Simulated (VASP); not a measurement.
# Na2S (Fm-3m) in VASP: further runs

Na2S is run at these levels: PBEsol; tasks: relaxation of cell and atoms, single point.

Program: VASP 6.6.1. These are calculated values, not measurements. Logs are shortened: lines on timing, memory, paths and dates and some standing lists are left out, and cuts for length are marked.

### 1 The cell of the first run

The structure is cubic, space group Fm-3m (No. 225). Conventional cell: a = 6.501 Å, b = 6.501 Å, c = 6.501 Å, α = 90.00°, β = 90.00°, γ = 90.00°. Na (site symmetry -43m) has 4 S at 2.82 Å and 6 Na at 3.25 Å within 3.7 Å. S (site symmetry m-3m) has 8 Na at 2.82 Å within 3.7 Å.

### 2 Relaxation of cell and atoms, PBEsol, target pressure 10 GPa, at which the enthalpy is minimised

INCAR

```
SYSTEM = Na2S
PREC = Accurate ; ENCUT = 500
EDIFF = 1E-7 ; ISMEAR = 0
SIGMA = 0.01 ; LREAL = .False.
LASPH = .True. ; NELM = 120
ALGO = Normal ; ISIF = 3
LWAVE = .False. ; LCHARG = .False.
GGA = PS ; IBRION = 2
NSW = 100 ; EDIFFG = -0.002
PSTRESS = 100.0 ; GGA_COMPAT = .False.
NELMIN = 4
```

KPOINTS

```
Automatic mesh
0
Gamma
  6 6 6
  0 0 0
```

POSCAR

```
Na2S
1.0
    3.2506226757      3.2506226757      0.0000000000
   -3.2506226757      3.2506226757      0.0000000000
    0.0000000000      3.2506226757      3.2506226757
Na S
2 1
Direct
    0.2500000000      0.7500000000      0.5000000000
    0.7500000000      0.2500000000      0.5000000000
    0.0000000000      0.0000000000      0.0000000000
```

Potentials or basis: VASP PAW PBE potentials, release 64 (Na_pv, S).

Run with:

```sh
$ cat potpaw_PBE.64/Na_pv/POTCAR potpaw_PBE.64/S/POTCAR > POTCAR
$ mpirun -np 1 vasp_std > vasp.out
```

OUTCAR:

```text
SYSTEM = Na2S
   PREC = Accurate
   ENCUT = 500
   EDIFF = 1E-7
   ISMEAR = 0
   LREAL = .False.
   LASPH = .True.
   NELM = 120
   ISIF = 3
   GGA = PS
   IBRION = 2
   NSW = 100
   EDIFFG = -0.002
   PSTRESS = 100.0
   NELMIN = 4

 ion  position               nearest neighbor table
   1  0.250  0.750  0.500-
   2  0.750  0.250  0.500-
   3  0.000  0.000  0.000-

  LATTYP: Found a face centered cubic cell.
 ALAT       =     6.5012453514

  Lattice vectors:

 A1 = (   0.0000000000,   3.2506226757,   3.2506226757)
 A2 = (   3.2506226757,   0.0000000000,   3.2506226757)
 A3 = (   3.2506226757,   3.2506226757,   0.0000000000)

Analysis of symmetry for initial positions (statically):
=====================================================================
 Subroutine PRICEL returns:
 Original cell was already a primitive cell.

 Routine SETGRP: Setting up the symmetry group for a
 face centered cubic supercell.

 Subroutine GETGRP returns: Found 48 space group operations
 (whereof 48 operations were pure point group operations)
 out of a pool of 48 trial point group operations.

The static configuration has the point symmetry O_h .

Analysis of symmetry for dynamics (positions and initial velocities):
=====================================================================
 Subroutine PRICEL returns:
 Original cell was already a primitive cell.

 Routine SETGRP: Setting up the symmetry group for a
 face centered cubic supercell.

 Subroutine GETGRP returns: Found 48 space group operations
 (whereof 48 operations were pure point group operations)
 out of a pool of 48 trial point group operations.

The dynamic configuration has the point symmetry O_h .

 Subroutine INISYM returns: Found 48 space group operations
 (whereof 48 operations are pure point group operations),
 and found     1 'primitive' translations

----------------------------------------------------------------------------------------

                                     Primitive cell

  volume of cell :      68.6957

  direct lattice vectors                    reciprocal lattice vectors
     3.250622676  3.250622676  0.000000000     0.153816684  0.153816684 -0.153816684
    -3.250622676  3.250622676  0.000000000    -0.153816684  0.153816684 -0.153816684
     0.000000000  3.250622676  3.250622676     0.000000000  0.000000000  0.307633367

  length of vectors
     4.597074674  4.597074674  4.597074674     0.266418311  0.266418311  0.307633367

  position of ions in fractional coordinates (direct lattice)
     0.250000000  0.750000000  0.500000000
     0.750000000  0.250000000  0.500000000
     0.000000000  0.000000000  0.000000000

  ion indices of the primitive-cell ions
   primitive index   ion index
                 1           1
                 2           2
                 3           3

----------------------------------------------------------------------------------------

 KPOINTS: Automatic mesh

Automatic generation of k-mesh.
 Grid dimensions read from file:
 generate k-points for:    6    6    6

 Generating k-lattice:

  Cartesian coordinates                     Fractional coordinates (reciprocal lattice)
     0.025636114  0.025636114 -0.025636114     0.166666667  0.000000000  0.000000000
    -0.025636114  0.025636114 -0.025636114     0.000000000  0.166666667  0.000000000
     0.000000000  0.000000000  0.051272228     0.000000000  0.000000000  0.166666667

  Length of vectors
     0.044403052  0.044403052  0.051272228

  Shift w.r.t. Gamma in fractional coordinates (k-lattice)
     0.000000000  0.000000000  0.000000000

 Subroutine IBZKPT returns following result:
 ===========================================

 Found     16 irreducible k-points:

 Following reciprocal coordinates:
            Coordinates               Weight
  0.000000  0.000000  0.000000      1.000000
  0.166667  0.000000  0.000000      8.000000
  0.333333  0.000000  0.000000      8.000000
  0.500000  0.000000  0.000000      4.000000
  0.166667  0.166667  0.000000     12.000000
  0.333333  0.166667  0.000000     24.000000
[... 8 lines left out ...]
  0.500000  0.333333  0.166667     24.000000
  0.500000  0.500000  0.166667     12.000000
   k-points           NKPTS =     16   k-points in BZ     NKDIM =     16   number of bands    NBANDS=     14
   number of dos      NEDOS =    301   number of ions     NIONS =      3
   total plane-waves  NPLWV =  46656
   dimension x,y,z NGX =    36 NGY =   36 NGZ =   36
   dimension x,y,z NGXF=    72 NGYF=   72 NGZF=   72
   ions per type =               2   1
   NGX,Y,Z   is equivalent  to a cutoff of  13.02, 13.02, 13.02 a.u.
   NGXF,Y,Z  is equivalent  to a cutoff of  26.04, 26.04, 26.04 a.u.
 SYSTEM =  Na2S
   PREC   = accura    normal or accurate (medium, high low for compatibility)
   ISTART =      0    job   : 0-new  1-cont  2-samecut
   ICHARG =      2    charge: 1-file 2-atom 10-const
   ISPIN  =      1    spin polarized calculation?
   LNONCOLLINEAR =      F non collinear calculations
   LSORBIT =      F    spin-orbit coupling
   LASPH  =      T    aspherical Exc in radial PAW
   ENCUT  =  500.0 eV  36.75 Ry    6.06 a.u.   8.38  8.38  8.38*2*pi/ulx,y,z
   NELM   =    120;   NELMIN=  4; NELMDL= -5     # of ELM steps
   EDIFF  = 0.1E-06   stopping-criterion for ELM
   LREAL  =      F    real-space projection
   EDIFFG = -.2E-02   stopping-criterion for IOM
   NSW    =    100    number of steps for IOM
   IBRION =      2    ionic relax: 0-MD 1-quasi-New 2-CG
   NFREE  =      1    steps in history (QN), initial steepest desc. (CG)
   ISIF   =      3    stress and relaxation
   ISYM   =      2    0-nonsym 1-usesym 2-fastsym
   POTIM  = 0.5000    time-step for ionic-motion
   TEBEG  =    0.0;   TEEND  =   0.0 temperature during run
   PSTRESS=  100.0 pullay stress
   NELECT =      20.0000    total number of electrons
   NUPDOWN=      -1.0000    fix difference up-down
   EMIN   =  10.00;   EMAX   =-10.00  energy-range for DOS
   EFERMI =   0.00;   METHOD = LEGACY
   ISMEAR =     0;   SIGMA  =   0.01  broadening in eV -4-tet -1-fermi 0-gaus
   EFERMI_NEDOS =   21; number of points for ismear=-14 and -15
   IALGO  =     38    algorithm
   IMIX   =      4    mixing-type and parameters
     AMIX     =   0.40;   BMIX     =  1.00
     AMIX_MAG =   1.60;   BMIX_MAG =  1.00
  volume/ion in A,a.u.               =      22.90       154.53
  Fermi-wavevector in a.u.,A,eV,Ry     =   1.085030  2.050409 16.017994  1.177289
  Thomas-Fermi vector in A             =   2.221134
   LORBIT       =      0    0 simple, 1 ext, 2 COOP (PROOUT), +10 PAW based schemes
   GGA     = PS    functional components
   LHFCALC =     F    Hartree Fock is set to
   AEXX    =    0.0000 exact exchange contribution
   IVDW    =     0    specifies the selected vdW correction
   LEPSILON=     F    determine dielectric tensor
   LRPA    =     F    only Hartree local field effects (RPA)
 conjugate gradient relaxation of ions
 non-spin polarized calculation
 Gauss-broadening in eV      SIGMA  =   0.01
  energy-cutoff  :      500.00
  volume of cell :       68.70
 maximum number of plane-waves:      1807
 NGX is ok and might be reduce to    36
   NGX = 17   NGY = 17   NGZ = 17

--------------------------------------- Ionic step        1  -------------------------------------------

 number of electron      19.9999984 magnetization

 Free energy of the ion-electron system (eV)
  ---------------------------------------------------
  ext. energy  EPLUGINS =         0.00000000
  ---------------------------------------------------
  free energy    TOTEN  =       -10.37480999 eV

  energy without entropy =      -10.37480999  energy(sigma->0) =      -10.37480999

------------------------ aborting loop because EDIFF is reached ----------------------------------------

  FORCE on cell =-STRESS in cart. coord.  units (eV):
  Direction    XX          YY          ZZ          XY          YZ          ZX
  --------------------------------------------------------------------------------------
  -------------------------------------------------------------------------------------
  Total        0.0199938      0.0199938      0.0199938     -0.0000000     -0.0000000     -0.0000000
  in kB        0.4663119      0.4663119      0.4663119     -0.0000000     -0.0000000     -0.0000000
  external PRESSURE =     -99.5336881 kB  Pullay stress =     100.0000000 kB

 VOLUME and BASIS-vectors are now :
 -----------------------------------------------------------------------------
  energy-cutoff  :      500.00
  volume of cell :       68.70
      direct lattice vectors                 reciprocal lattice vectors
     3.250622676  3.250622676  0.000000000     0.153816684  0.153816684 -0.153816684
    -3.250622676  3.250622676  0.000000000    -0.153816684  0.153816684 -0.153816684
     0.000000000  3.250622676  3.250622676     0.000000000  0.000000000  0.307633367
[... 48 lines left out ...]
  FREE ENERGIE OF THE ION-ELECTRON SYSTEM (eV)
  ---------------------------------------------------
  free  energy   TOTEN  =       -10.0248084103 eV

  energy  without entropy=      -10.0248084103  energy(sigma->0) =      -10.02480841

  enthalpy is  TOTEN    =        -6.5607188098 eV   P V=        3.4640896005

--------------------------------------- Ionic step        3  -------------------------------------------

 number of electron      20.0000005 magnetization

 Free energy of the ion-electron system (eV)
  ---------------------------------------------------
  ext. energy  EPLUGINS =         0.00000000
  ---------------------------------------------------
  free energy    TOTEN  =       -10.03390667 eV

  energy without entropy =      -10.03390667  energy(sigma->0) =      -10.03390667

 E-fermi :   1.3275     XC(G=0):  -8.8713

 val. band max:        1.2439288004   @ k =   0.0000   0.0000   0.0000
 cond. band min:       4.4261651240   @ k =   0.0000   0.0000   0.0000
 fundamental gap:      3.1822363236
 Fermi energy:         1.3274840417

 k-point     1 :       0.0000    0.0000    0.0000
  band No.  band energies     occupation
      1     -20.4366      2.00000
      2     -20.4366      2.00000
      3     -20.4366      2.00000
      4     -20.3251      2.00000
      5     -20.3251      2.00000
      6     -20.3251      2.00000
      7      -9.2698      2.00000
      8       1.2439      2.00000
      9       1.2439      2.00000
     10       1.2439      2.00000
     11       4.4262      0.00000
     12       9.7042      0.00000
     13       9.7042      0.00000
     14       9.7042      0.00000

 k-point     2 :       0.1667    0.0000    0.0000
  band No.  band energies     occupation
      1     -20.4330      2.00000
      2     -20.4298      2.00000
      3     -20.4298      2.00000
      4     -20.3386      2.00000
      5     -20.3332      2.00000
      6     -20.3332      2.00000
      7      -9.1610      2.00000
      8       0.5174      2.00000
      9       1.2083      2.00000
     10       1.2083      2.00000
[... 262 lines left out ...]
 POSITION                                       TOTAL-FORCE (eV/Angst)
 -----------------------------------------------------------------------------------
     -1.51508      4.54525      1.51508        -0.000000      0.000000     -0.000000
      1.51508      4.54525      1.51508         0.000000     -0.000000      0.000000
     -0.00000      0.00000      0.00000        -0.000000      0.000000      0.000000
 -----------------------------------------------------------------------------------
    total drift:                                0.000000      0.000000      0.000000

  FREE ENERGIE OF THE ION-ELECTRON SYSTEM (eV)
  ---------------------------------------------------
  free  energy   TOTEN  =       -10.0339066682 eV

  energy  without entropy=      -10.0339066682  energy(sigma->0) =      -10.03390667

  enthalpy is  TOTEN    =        -6.5608032810 eV   P V=        3.4731033872

 reached required accuracy - stopping structural energy minimisation
```

It took 24 s on 1 thread of Intel Xeon Platinum 8559C (Emerald Rapids), shared host; peak memory 0.19 GiB.

What came out:

```
Free energy                                                : -10.0339 eV
Relaxed volume                                             : 18.55 Å³/atom
Relaxed cell                                               : a = 4.285 Å, b = 4.285 Å, c = 4.285 Å, α = 60.00°, β = 60.00°, γ = 90.00°
Space group after relaxing (to 0.1 Å)                      : Fm-3m (No. 225)
Energy change on relaxing (the run minimises the enthalpy) : +113.6 meV/atom
Ionic steps                                                : 3
Pressure after relaxing                                    : 10.0 GPa
Band gap on the k mesh                                     : 3.18 eV
```

The path:
```
step  energy change (eV)  largest force (eV/Å)  pressure (GPa)  volume (Å³)
   1              0.0000                0.0000            0.05        68.70
   2              0.3500                0.0000           10.19        55.50
   3              0.3409                0.0000            9.99        55.65
```

Final structure:
```
Na S
1.0
     3.03016    3.03016    0.00000
    -3.03016    3.03016    0.00000
     0.00000    3.03016    3.03016
Na S
2 1
Cartesian
  -1.5151 4.5452 1.5151
  1.5151 4.5452 1.5151
  0.0000 0.0000 0.0000
```

Levels at points of the mesh, in eV from the valence-band top:
| k point | band 8 | band 9 | band 10 | band 11 | band 12 | band 13 |
| --- | --- | --- | --- | --- | --- | --- |
| (0.00, 0.00, 0.00) | 0.00 | 0.00 | 0.00 | 3.18 | 8.46 | 8.46 |
| (0.50, 0.00, 0.00) | -2.10 | -0.14 | -0.14 | 5.70 | 7.23 | 7.54 |
| (0.50, 0.50, 0.00) | -1.86 | -0.54 | -0.54 | 3.74 | 6.62 | 10.38 |

Caveat: the cell is relaxed towards a set pressure, so the run minimises the enthalpy, not the energy; the volume moved by over 15 % at a fixed basis, so the end points are rough; the PAW data sets were made with another functional, which shifts forces and pressure a little.

(Continued in part 2 of 2.)
